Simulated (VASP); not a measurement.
Input of a VASP 6.6.1 run:

INCAR

```
SYSTEM = NaCl
ALGO = Normal ; EDIFF = 1E-8
ENCUT = 520 ; GGA = PS
ISIF = 2 ; ISMEAR = -1
LASPH = .TRUE. ; LCHARG = .FALSE.
LEFG = .TRUE. ; LREAL = .FALSE.
LWAVE = .FALSE. ; NBANDS = 14
NELM = 80 ; PREC = Accurate
SIGMA = 0.03
```

Contents of KPOINTS:

```
k-points
0
G
  9 9 9
  0 0 0
```

File POSCAR:

```
NaCl
1.0
    2.8789409493      0.0000000000      0.0000000000
    0.0000000000      2.8789409493      0.0000000000
    0.0000000000      0.0000000000      2.8789409493
Na Cl
1 1
Direct
    0.0000000000      0.0000000000      0.0000000000
    0.5000000000      0.5000000000      0.5000000000
```

Potentials or basis: VASP PAW PBE potentials, release 64 (Na_pv, Cl).

Command:

```bash
$ cat potpaw_PBE.64/Na_pv/POTCAR potpaw_PBE.64/Cl/POTCAR > POTCAR
$ mpirun -np 1 vasp_std > vasp.out
```

Problem. What does it give for the band gap on the k mesh?

Solution. 4.63 eV, direct.

Problem. Predict the pressure.

Solution. 55.3 GPa.

Caveat: without QUAD_EFG the Cq values of the log hold for a quadrupole moment of 1 mb, not for the nuclei; the PAW data sets were made with another functional, which shifts forces and pressure a little. A k mesh can miss the band edges.
